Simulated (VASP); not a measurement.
# Sb in VASP: single point with PBE+D3(BJ)

Aim: the single point of Sb with PBE+D3(BJ).

Program: VASP 6.6.1. These are calculated values, not measurements. Logs are shortened: lines on timing, memory, paths and dates and some standing lists are left out, and cuts for length are marked.

## Step 1: The cell of the first run

The cell holds a sheet with vacuum, 2 atoms: a = 4.068 Å, b = 4.068 Å, c = 27.100 Å, α = 90.00°, β = 90.00°, γ = 120.00°.

## Step 2: Single point, PBE+D3(BJ)

Input file INCAR:

```
SYSTEM = Sb
PREC = Accurate
ENCUT = 400
EDIFF = 1E-6
ISMEAR = 0
SIGMA = 0.03
LREAL = .False.
LASPH = .True.
NELM = 120
ALGO = Normal
ISIF = 2
LWAVE = .False.
LCHARG = .False.
LDIPOL = .True.
IDIPOL = 3
DIPOL = 0.5 0.5 0.289
GGA = PE
IVDW = 12
NBANDS = 12
GGA_COMPAT = .False.
NELMDL = -8
```

Input file KPOINTS:

```
regular mesh
0
Gamma
  12 12 1
  0 0 0
```

Input file POSCAR:

```
Sb
1.0
    4.0684996994      0.0000000000      0.0000000000
   -2.0342498497      3.5234240949      0.0000000000
    0.0000000000      0.0000000000     27.1000000030
Sb
2
Direct
    0.3333333333      0.6666666667      0.2583030161
    0.6666666667      0.3333333333      0.3191877587
```

Potentials or basis: VASP PAW PBE potentials, release 64 (Sb).

Launch:

```console
$ cat potpaw_PBE.64/Sb/POTCAR > POTCAR
$ mpirun -np 1 vasp_std > vasp.out
```

OUTCAR:

```text
SYSTEM = Sb
   PREC = Accurate
   ENCUT = 400
   EDIFF = 1E-6
   ISMEAR = 0
   LREAL = .False.
   LASPH = .True.
   NELM = 120
   ISIF = 2
   GGA = PE
   IVDW = 12
   NELMDL = -8
 IVDW          = 12

 ion  position               nearest neighbor table
   1  0.333  0.667  0.258-   2 2.87   2 2.87   2 2.87
   2  0.667  0.333  0.319-   1 2.87   1 2.87   1 2.87

  LATTYP: Found a hexagonal cell.
 ALAT       =     4.0684996994
 C/A-ratio  =     6.6609320401

  Lattice vectors:

 A1 = (   4.0684996994,   0.0000000000,   0.0000000000)
 A2 = (  -2.0342498497,   3.5234240949,   0.0000000000)
 A3 = (   0.0000000000,   0.0000000000,  27.1000000030)

Analysis of symmetry for initial positions (statically):
=====================================================================
 Subroutine PRICEL returns:
 Original cell was already a primitive cell.

 Routine SETGRP: Setting up the symmetry group for a
 hexagonal supercell.

 Subroutine GETGRP returns: Found 12 space group operations
 (whereof  6 operations were pure point group operations)
 out of a pool of 24 trial point group operations.

The static configuration has the point symmetry C_3v.
 The point group associated with its full space group is D_3d.

Analysis of symmetry for dynamics (positions and initial velocities):
=====================================================================
 Subroutine PRICEL returns:
 Original cell was already a primitive cell.

 Routine SETGRP: Setting up the symmetry group for a
 hexagonal supercell.

 Subroutine GETGRP returns: Found 12 space group operations
 (whereof  6 operations were pure point group operations)
 out of a pool of 24 trial point group operations.

The dynamic configuration has the point symmetry C_3v.
 The point group associated with its full space group is D_3d.

 Subroutine INISYM returns: Found 12 space group operations
 (whereof  6 operations are pure point group operations),
 and found     1 'primitive' translations

----------------------------------------------------------------------------------------

                                     Primitive cell

  volume of cell :     388.4799

  direct lattice vectors                    reciprocal lattice vectors
     4.068499699  0.000000000  0.000000000     0.245790850  0.141907414  0.000000000
    -2.034249850  3.523424095  0.000000000     0.000000000  0.283814827  0.000000000
     0.000000000  0.000000000 27.100000003     0.000000000  0.000000000  0.036900369

  length of vectors
     4.068499699  4.068499699 27.100000003     0.283814827  0.283814827  0.036900369

[... 91 lines left out ...]
   IALGO  =     38    algorithm
   IMIX   =      4    mixing-type and parameters
     AMIX     =   0.40;   BMIX     =  1.00
     AMIX_MAG =   1.60;   BMIX_MAG =  1.00
  volume/ion in A,a.u.               =     194.24      1310.80
  Fermi-wavevector in a.u.,A,eV,Ry     =   0.483376  0.913449  3.179037  0.233653
  Thomas-Fermi vector in A             =   1.482506
   LORBIT       =      0    0 simple, 1 ext, 2 COOP (PROOUT), +10 PAW based schemes
   GGA     = PE    functional components
   LHFCALC =     F    Hartree Fock is set to
   AEXX    =    0.0000 exact exchange contribution
   IVDW    =    12    specifies the selected vdW correction
   LEPSILON=     F    determine dielectric tensor
   LRPA    =     F    only Hartree local field effects (RPA)
 non-spin polarized calculation
 Gauss-broadening in eV      SIGMA  =   0.03
  energy-cutoff  :      400.00
  volume of cell :      388.48
 maximum number of plane-waves:      7125
 NGX is ok and might be reduce to    28
   NGX = 13   NGY = 13   NGZ = 89

 dipolmoment           0.000000      0.000000      0.000001 electrons x Angstroem

 number of electron      10.0000000 magnetization

 dipolmoment           0.000000      0.000000     -0.000000 electrons x Angstroem

 Free energy of the ion-electron system (eV)
  ---------------------------------------------------
  ext. energy  EPLUGINS =         0.00000000
  ---------------------------------------------------
  free energy    TOTEN  =        -8.10045030 eV

  energy without entropy =       -8.10045030  energy(sigma->0) =       -8.10045030

 E-fermi :  -2.8347     XC(G=0):  -2.0127

 val. band max:       -2.9640641645   @ k =   0.0000   0.0000   0.0000
 cond. band min:      -1.7763528383   @ k =   0.3333  -0.0000   0.0000
 fundamental gap:      1.1877113262
 Fermi energy:        -2.8347472488

 k-point     1 :       0.0000    0.0000    0.0000
  band No.  band energies     occupation
      1     -14.4602      2.00000
      2      -9.3911      2.00000
      3      -3.7289      2.00000
      4      -2.9641      2.00000
      5      -2.9641      2.00000
      6      -1.3269      0.00000
      7      -0.1653      0.00000
      8      -0.1653      0.00000
      9       1.2221      0.00000
     10       1.4941      0.00000
     11       1.9360      0.00000
     12       2.2248      0.00000
[... 256 lines left out ...]
 k-point    19 :       0.3333    0.3333    0.0000
  band No.  band energies     occupation
      1     -11.5503      2.00000
      2     -11.5503      2.00000
      3      -6.6487      2.00000
      4      -4.8763      2.00000
      5      -4.8763      2.00000
      6      -1.6079      0.00000
      7       0.5577      0.00000
      8       0.5577      0.00000
      9       3.5643      0.00000
     10       4.3581      0.00000
     11       4.3581      0.00000
     12       4.8152      0.00000

------------------------ aborting loop because EDIFF is reached ----------------------------------------

 vacuum level on the upper side and lower side of the slab       (xc-potential included)        -0.007        -0.007

 Edisp (eV)   -0.47323

 E8    (eV) :    -0.2355

  FORCE on cell =-STRESS in cart. coord.  units (eV):
  Direction    XX          YY          ZZ          XY          YZ          ZX
  --------------------------------------------------------------------------------------
  -------------------------------------------------------------------------------------
  Total       0.02146     0.02146     0.14379     0.00000    -0.00000     0.00000
  in kB       0.08851     0.08851     0.59301     0.00000    -0.00000     0.00000
  external pressure =        0.26 kB  Pullay stress =        0.00 kB

 VOLUME and BASIS-vectors are now :
 -----------------------------------------------------------------------------
  energy-cutoff  :      400.00
  volume of cell :      388.48
      direct lattice vectors                 reciprocal lattice vectors
     4.068499699  0.000000000  0.000000000     0.245790850  0.141907414  0.000000000
    -2.034249850  3.523424095  0.000000000     0.000000000  0.283814827  0.000000000
     0.000000000  0.000000000 27.100000003     0.000000000  0.000000000  0.036900369

 POSITION                                       TOTAL-FORCE (eV/Angst)
 -----------------------------------------------------------------------------------
     -0.00000      2.34895      7.00001         0.000000      0.000000     -0.090765
      2.03425      1.17447      8.64999        -0.000000     -0.000000      0.090765
 -----------------------------------------------------------------------------------
    total drift:                                0.000000     -0.000000     -0.000003

  FREE ENERGIE OF THE ION-ELECTRON SYSTEM (eV)
  ---------------------------------------------------
  free  energy   TOTEN  =        -8.5736824344 eV

  energy  without entropy=       -8.5736824344  energy(sigma->0) =       -8.57368243

 vacuum level on the upper side and lower side of the slab         1.763         1.763
```

OSZICAR:

```text
N       E                     dE             d eps       ncg     rms          rms(c)
DAV:   1     0.501586513863E+02    0.50159E+02   -0.22047E+03   456   0.410E+02
DAV:   2    -0.382888223515E+01   -0.53988E+02   -0.49324E+02   704   0.810E+01
DAV:   3    -0.808184292934E+01   -0.42530E+01   -0.42397E+01   656   0.284E+01
[... 14 lines left out ...]
DAV:  18    -0.810043235912E+01   -0.24285E-04   -0.14654E-06   608   0.290E-03    0.497E-04
DAV:  19    -0.810044193608E+01   -0.95770E-05   -0.25352E-07   632   0.123E-03    0.358E-04
DAV:  20    -0.810044815438E+01   -0.62183E-05   -0.18651E-07   524   0.947E-04    0.214E-04
DAV:  21    -0.810044959864E+01   -0.14443E-05   -0.30301E-08   516   0.395E-04    0.897E-05
DAV:  22    -0.810045030088E+01   -0.70224E-06   -0.15707E-08   468   0.249E-04
   1 F= -.85736824E+01 E0= -.85736824E+01  d E =-.200260E-11
```

stdout:

```text
POSCAR found type information on POSCAR Sb
 POSCAR found :  1 types and       2 ions
 scaLAPACK will be used
 LDA part: xc-table for (Slater+PW92), standard interpolation
 POSCAR, INCAR and KPOINTS ok, starting setup
 FFT: planning ... GRIDC
 FFT: planning ... GRID_SOFT
 FFT: planning ... GRID
 WAVECAR not read
 entering main loop
```

Run time: 73 s. Hardware: 1 thread of AMD EPYC 9R14 (Zen 4), shared host; peak memory 0.32 GiB.

Results:

```
Free energy                : -8.5737 eV
Largest force              : 0.091 eV/Å
Band gap on the k mesh     : 1.19 eV, indirect (least direct gap 1.64 eV)
Dispersion energy per atom : -0.237 eV
```

Forces on the atoms (eV/Å):
```
Sb   0.000  0.000 -0.091
Sb   0.000  0.000  0.091
```

Caveat: spin-orbit coupling is left out, which moves the levels of the heavy elements.
